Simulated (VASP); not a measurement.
Input of a VASP 6.6.1 run:

Contents of INCAR:

```
SYSTEM = BeSe
PREC = Accurate
ENCUT = 520
EDIFF = 1E-6
ISMEAR = -1
SIGMA = 0.05
LREAL = .False.
LASPH = .True.
NELM = 100
ALGO = Normal
ISIF = 2
LWAVE = .False.
LCHARG = .False.
LDIPOL = .True.
IDIPOL = 3
DIPOL = 0.5 0.5 0.501
GGA = PE
IVDW = 12
NBANDS = 26
```

File KPOINTS:

```
Automatic mesh
0
Gamma
  9 9 1
  0 0 0
```

The input POSCAR:

```
BeSe
1.0
    3.5850313806      0.0000000000      0.0000000000
   -1.7925156903      3.1047282490      0.0000000000
    0.0000000000      0.0000000000     24.5132890606
Se Be
4 4
Direct
    0.0000000000      0.0000000000      0.3059564949
    0.3333333333      0.6666666667      0.4253678827
    0.6666666667      0.3333333333      0.5500825463
    0.0000000000      0.0000000000      0.6752588631
    0.3333333333      0.6666666667      0.3358093419
    0.6666666667      0.3333333333      0.4552207296
    0.0000000000      0.0000000000      0.5763267815
    0.3333333333      0.6666666667      0.6854516770
```

Potentials or basis: VASP PAW PBE potentials, release 64 (Se, Be).

Run with:

```console
$ cat potpaw_PBE.64/Se/POTCAR potpaw_PBE.64/Be/POTCAR > POTCAR
$ mpirun -np 1 vasp_std > vasp.out
```

(1) Predict the largest force.

(2) What does it give for the band gap on the k mesh?

## Answers

(1) 1.117 eV/Å.

(2) zero (band 16 reaches 0.46 eV, above the bottom of band 17 at -0.06 eV).

Caveat: three body term missing.
